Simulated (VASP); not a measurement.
# SrO (so) (Fm-3m) in VASP: single point with PBEsol

Aim: the single point of SrO (so) with PBEsol.

Everything below comes from runs of VASP 6.6.1. Logs are shortened: lines on timing, memory, paths and dates and some standing lists are left out, and cuts for length are marked.

## (1) The cell of the first run

The structure is cubic, space group Fm-3m (No. 225). Conventional cell: a = 5.071 Å, b = 5.071 Å, c = 5.071 Å, α = 90.00°, β = 90.00°, γ = 90.00°. Sr (site symmetry m-3m) has 6 O at 2.54 Å within 3.3 Å. O (site symmetry m-3m) has 6 Sr at 2.54 Å within 3.3 Å.

## (2) Single point, PBEsol, non-collinear spin, zero start, spin-orbit coupling

INCAR reads:

```
SYSTEM = SrO
PREC = Accurate ; ENCUT = 600
EDIFF = 1E-6 ; ISMEAR = 0
SIGMA = 0.01 ; LREAL = .FALSE.
LASPH = .TRUE. ; NELM = 200
ALGO = Normal ; ISIF = 2
LWAVE = .FALSE. ; LCHARG = .TRUE.
MAGMOM = 0 0 0 0 0 0 ; LORBIT = 11
LSORBIT = .TRUE. ; GGA_COMPAT = .FALSE.
LORBMOM = .TRUE. ; GGA = PS
LVHAR = .TRUE. ; NBANDS = 28
```

KPOINTS reads:

```
Automatic mesh
0
G
  6 6 6
  0 0 0
```

POSCAR reads:

```
SrO
1.0
    0.0000000000      2.5357135872      2.5357135872
    2.5357135872      0.0000000000      2.5357135872
    2.5357135872      2.5357135872      0.0000000000
Sr O
1 1
Direct
    0.0000000000      0.0000000000      0.0000000000
    0.5000000000      0.5000000000      0.5000000000
```

Potentials or basis: VASP PAW PBE potentials, release 64 (Sr_sv, O).

Command:

```console
$ cat potpaw_PBE.64/Sr_sv/POTCAR potpaw_PBE.64/O/POTCAR > POTCAR
$ mpirun -np 1 vasp_ncl > vasp.out
```

OUTCAR:

```text
SYSTEM = SrO
   PREC = Accurate
   ENCUT = 600
   EDIFF = 1E-6
   ISMEAR = 0
   LREAL = .FALSE.
   LASPH = .TRUE.
   NELM = 200
   ISIF = 2
   LORBIT = 11
   LSORBIT = .TRUE.
   GGA = PS

 ion  position               nearest neighbor table
   1  0.000  0.000  0.000-   2 2.54   2 2.54   2 2.54   2 2.54   2 2.54   2 2.54
   2  0.500  0.500  0.500-   1 2.54   1 2.54   1 2.54   1 2.54   1 2.54   1 2.54

  LATTYP: Found a face centered cubic cell.
 ALAT       =     5.0714271744

  Lattice vectors:

 A1 = (   0.0000000000,   2.5357135872,   2.5357135872)
 A2 = (   2.5357135872,   0.0000000000,   2.5357135872)
 A3 = (   2.5357135872,   2.5357135872,   0.0000000000)

Analysis of symmetry for initial positions (statically):
=====================================================================
 Subroutine PRICEL returns:
 Original cell was already a primitive cell.

 Routine SETGRP: Setting up the symmetry group for a
 face centered cubic supercell.

 Subroutine GETGRP returns: Found 48 space group operations
 (whereof 48 operations were pure point group operations)
 out of a pool of 48 trial point group operations.

The static configuration has the point symmetry O_h .

Analysis of symmetry for dynamics (positions and initial velocities):
=====================================================================
 Subroutine PRICEL returns:
 Original cell was already a primitive cell.

 Routine SETGRP: Setting up the symmetry group for a
 face centered cubic supercell.

 Subroutine GETGRP returns: Found 48 space group operations
 (whereof 48 operations were pure point group operations)
 out of a pool of 48 trial point group operations.

The dynamic configuration has the point symmetry O_h .

Analysis of structural, dynamic, and magnetic symmetry:
=====================================================================
 Subroutine PRICEL returns:
 Original cell was already a primitive cell.

 Routine SETGRP: Setting up the symmetry group for a
 face centered cubic supercell.

 Subroutine GETGRP returns: Found 48 space group operations
 (whereof 48 operations were pure point group operations)
 out of a pool of 48 trial point group operations.

The overall configuration has the point symmetry O_h .

 Subroutine INISYM returns: Found 48 space group operations
 (whereof 48 operations are pure point group operations),
 and found     1 'primitive' translations

----------------------------------------------------------------------------------------

                                     Primitive cell

  volume of cell :      32.6085

  direct lattice vectors                    reciprocal lattice vectors
     0.000000000  2.535713587  2.535713587    -0.197183153  0.197183153  0.197183153
     2.535713587  0.000000000  2.535713587     0.197183153 -0.197183153  0.197183153
     2.535713587  2.535713587  0.000000000     0.197183153  0.197183153 -0.197183153

  length of vectors
     3.586040545  3.586040545  3.586040545     0.341531239  0.341531239  0.341531239

  position of ions in fractional coordinates (direct lattice)
     0.000000000  0.000000000  0.000000000
     0.500000000  0.500000000  0.500000000

  ion indices of the primitive-cell ions
   primitive index   ion index
                 1           1
                 2           2

----------------------------------------------------------------------------------------

 KPOINTS: Automatic mesh

Automatic generation of k-mesh.
 Grid dimensions read from file:
 generate k-points for:    6    6    6

 Generating k-lattice:

  Cartesian coordinates                     Fractional coordinates (reciprocal lattice)
    -0.032863859  0.032863859  0.032863859     0.166666667  0.000000000  0.000000000
     0.032863859 -0.032863859  0.032863859     0.000000000  0.166666667  0.000000000
     0.032863859  0.032863859 -0.032863859     0.000000000  0.000000000  0.166666667

  Length of vectors
     0.056921873  0.056921873  0.056921873

  Shift w.r.t. Gamma in fractional coordinates (k-lattice)
     0.000000000  0.000000000  0.000000000

 Subroutine IBZKPT returns following result:
 ===========================================

 Found     16 irreducible k-points:

 Following reciprocal coordinates:
            Coordinates               Weight
  0.000000  0.000000  0.000000      1.000000
  0.166667  0.000000  0.000000      8.000000
  0.333333  0.000000  0.000000      8.000000
  0.500000  0.000000  0.000000      4.000000
  0.166667  0.166667  0.000000      6.000000
  0.333333  0.166667  0.000000     24.000000
[... 8 lines left out ...]
 -0.333333  0.333333  0.166667     24.000000
 -0.333333  0.500000  0.166667     12.000000
[... 26 lines left out ...]
   POTIM  = 0.5000    time-step for ionic-motion
   TEBEG  =    0.0;   TEEND  =   0.0 temperature during run
   PSTRESS=    0.0 pullay stress
   NELECT =      16.0000    total number of electrons
   NUPDOWN=      -1.0000    fix difference up-down
   EMIN   =  10.00;   EMAX   =-10.00  energy-range for DOS
   EFERMI =   0.00;   METHOD = LEGACY
   ISMEAR =     0;   SIGMA  =   0.01  broadening in eV -4-tet -1-fermi 0-gaus
   EFERMI_NEDOS =   21; number of points for ismear=-14 and -15
   IALGO  =     38    algorithm
   IMIX   =      4    mixing-type and parameters
     AMIX     =   0.40;   BMIX     =  1.00
     AMIX_MAG =   1.60;   BMIX_MAG =  1.00
  volume/ion in A,a.u.               =      16.30       110.03
  Fermi-wavevector in a.u.,A,eV,Ry     =   1.291233  2.440077 22.684759  1.667283
  Thomas-Fermi vector in A             =   2.423016
   LORBIT       =     11    0 simple, 1 ext, 2 COOP (PROOUT), +10 PAW based schemes
   GGA     = PS    functional components
   LHFCALC =     F    Hartree Fock is set to
   AEXX    =    0.0000 exact exchange contribution
   IVDW    =     0    specifies the selected vdW correction
   LEPSILON=     F    determine dielectric tensor
   LRPA    =     F    only Hartree local field effects (RPA)
 Gauss-broadening in eV      SIGMA  =   0.01
  energy-cutoff  :      600.00
  volume of cell :       32.61
 maximum number of plane-waves:      2226
 NGX is ok and might be reduce to    30
   NGX = 15   NGY = 15   NGZ = 15

 number of electron      15.9999998 magnetization       0.0000000      0.0000000      0.0000000

 number of electron      15.9999999 magnetization       0.0000000     -0.0000000     -0.0000000

 number of electron      15.9999999 magnetization      -0.0000000      0.0000000      0.0000000

 Free energy of the ion-electron system (eV)
  ---------------------------------------------------
  ext. energy  EPLUGINS =         0.00000000
  ---------------------------------------------------
  free energy    TOTEN  =       -12.71449524 eV

  energy without entropy =      -12.71449524  energy(sigma->0) =      -12.71449524

 E-fermi :   1.8708     XC(G=0): -10.4776

 val. band max:        1.7108806021   @ k =   0.0000   0.0000   0.0000
 cond. band min:       4.8100949656   @ k =   0.5000   0.5000   0.0000
 fundamental gap:      3.0992143635
 Fermi energy:         1.8708004252

 k-point     1 :       0.0000    0.0000    0.0000
  band No.  band energies     occupation
      1     -30.4066      1.00000
      2     -30.4066      1.00000
      3     -13.3618      1.00000
      4     -13.3618      1.00000
      5     -12.7930      1.00000
      6     -12.7930      1.00000
[... 485 lines left out ...]
     27      15.0517      0.00000
     28      15.0518      0.00000

------------------------ aborting loop because EDIFF is reached ----------------------------------------

  FORCE on cell =-STRESS in cart. coord.  units (eV):
  Direction    XX          YY          ZZ          XY          YZ          ZX
  --------------------------------------------------------------------------------------
  -------------------------------------------------------------------------------------
  Total        0.7418078      0.7418078      0.7418078      0.0000000      0.0000000      0.0000000
  in kB       36.4478036     36.4478036     36.4478036      0.0000000      0.0000000      0.0000000
  external PRESSURE =      36.4478036 kB  Pullay stress =       0.0000000 kB

 VOLUME and BASIS-vectors are now :
 -----------------------------------------------------------------------------
  energy-cutoff  :      600.00
  volume of cell :       32.61
      direct lattice vectors                 reciprocal lattice vectors
     0.000000000  2.535713587  2.535713587    -0.197183153  0.197183153  0.197183153
     2.535713587  0.000000000  2.535713587     0.197183153 -0.197183153  0.197183153
     2.535713587  2.535713587  0.000000000     0.197183153  0.197183153 -0.197183153

 POSITION                                       TOTAL-FORCE (eV/Angst)
 -----------------------------------------------------------------------------------
      0.00000      0.00000      0.00000         0.000000      0.000000      0.000000
      2.53571      2.53571      2.53571        -0.000000     -0.000000     -0.000000
 -----------------------------------------------------------------------------------
    total drift:                                0.000000      0.000000      0.000000

  FREE ENERGIE OF THE ION-ELECTRON SYSTEM (eV)
  ---------------------------------------------------
  free  energy   TOTEN  =       -12.7144952389 eV

  energy  without entropy=      -12.7144952389  energy(sigma->0) =      -12.71449524

 orbital moment (x)

 # of ion     p       d       tot
 ----------------------------------------
  1        -0.000  -0.000  -0.000
  2        -0.000   0.000  -0.000
 ----------------------------------------
           -0.000  -0.000  -0.000

 orbital moment (y)

 # of ion     p       d       tot
 ----------------------------------------
  1        -0.000   0.000  -0.000
  2        -0.000   0.000  -0.000
 ----------------------------------------
           -0.000   0.000  -0.000

 orbital moment (z)

 # of ion     p       d       tot
 ----------------------------------------
  1         0.000   0.000   0.000
  2        -0.000   0.000  -0.000
 ----------------------------------------
           -0.000   0.000  -0.000

 Spin-Orbit-Coupling matrix elements

 Ion:    1  E_soc:     -0.1769812
 l=   1
     0.0000000    -0.0294688    -0.0294688
    -0.0294688     0.0000000    -0.0294688
    -0.0294688    -0.0294688     0.0000000
 l=   2
     0.0000000    -0.0000018     0.0000000    -0.0000018    -0.0000263
    -0.0000018     0.0000000    -0.0000197    -0.0000018    -0.0000066
     0.0000000    -0.0000197     0.0000000    -0.0000197     0.0000000
    -0.0000018    -0.0000018    -0.0000197     0.0000000    -0.0000066
    -0.0000263    -0.0000066     0.0000000    -0.0000066     0.0000000
 l=   3
     0.0000000     0.0000000     0.0000000     0.0000000     0.0000000     0.0000000     0.0000000
     0.0000000     0.0000000     0.0000000     0.0000000     0.0000000     0.0000000     0.0000000
     0.0000000     0.0000000     0.0000000     0.0000000     0.0000000     0.0000000     0.0000000
     0.0000000     0.0000000     0.0000000     0.0000000     0.0000000     0.0000000     0.0000000
     0.0000000     0.0000000     0.0000000     0.0000000     0.0000000     0.0000000     0.0000000
     0.0000000     0.0000000     0.0000000     0.0000000     0.0000000     0.0000000     0.0000000
     0.0000000     0.0000000     0.0000000     0.0000000     0.0000000     0.0000000     0.0000000

 Ion:    2  E_soc:     -0.0003253
 l=   1
     0.0000000    -0.0000542    -0.0000542
    -0.0000542     0.0000000    -0.0000542
    -0.0000542    -0.0000542     0.0000000
 l=   2
     0.0000000     0.0000000     0.0000000     0.0000000     0.0000000
     0.0000000     0.0000000     0.0000000     0.0000000     0.0000000
     0.0000000     0.0000000     0.0000000     0.0000000     0.0000000
     0.0000000     0.0000000     0.0000000     0.0000000     0.0000000
     0.0000000     0.0000000     0.0000000     0.0000000     0.0000000
 l=   3
     0.0000000     0.0000000     0.0000000     0.0000000     0.0000000     0.0000000     0.0000000
     0.0000000     0.0000000     0.0000000     0.0000000     0.0000000     0.0000000     0.0000000
     0.0000000     0.0000000     0.0000000     0.0000000     0.0000000     0.0000000     0.0000000
     0.0000000     0.0000000     0.0000000     0.0000000     0.0000000     0.0000000     0.0000000
     0.0000000     0.0000000     0.0000000     0.0000000     0.0000000     0.0000000     0.0000000
     0.0000000     0.0000000     0.0000000     0.0000000     0.0000000     0.0000000     0.0000000
     0.0000000     0.0000000     0.0000000     0.0000000     0.0000000     0.0000000     0.0000000

 total charge

# of ion       s       p       d       tot
------------------------------------------
    1        2.019   5.813   0.281   8.113
    2        1.546   3.419   0.000   4.965
--------------------------------------------------
tot          3.564   9.233   0.281  13.077

 magnetization (x)

# of ion       s       p       d       tot
------------------------------------------
    1        0.000  -0.000   0.000  -0.000
    2        0.000   0.000   0.000   0.000
--------------------------------------------------
tot          0.000  -0.000   0.000   0.000

 magnetization (y)

# of ion       s       p       d       tot
------------------------------------------
    1        0.000  -0.000   0.000  -0.000
    2        0.000   0.000   0.000   0.000
--------------------------------------------------
tot          0.000  -0.000   0.000  -0.000

 magnetization (z)

# of ion       s       p       d       tot
------------------------------------------
    1        0.000  -0.000   0.000  -0.000
    2        0.000  -0.000   0.000  -0.000
--------------------------------------------------
tot          0.000  -0.000   0.000  -0.000
```

Run time: 83 s. Hardware: 1 thread of Intel Xeon 8259CL, shared host; peak memory 0.28 GiB.

What came out:

```yaml
Free_energy: -12.7145 eV
Pressure: 3.6 GPa
Net_moment: 0.00 μB per cell
Valence_electrons_inside_the_program's_atomic_spheres: Sr 8.11; O 4.96
```

Moments on the atoms (μB; x, y, z):
```
Sr  0.00 0.00 0.00
O   0.00 0.00 0.00
```

Caveat: the PAW data sets were made with another functional, which shifts forces and pressure a little.
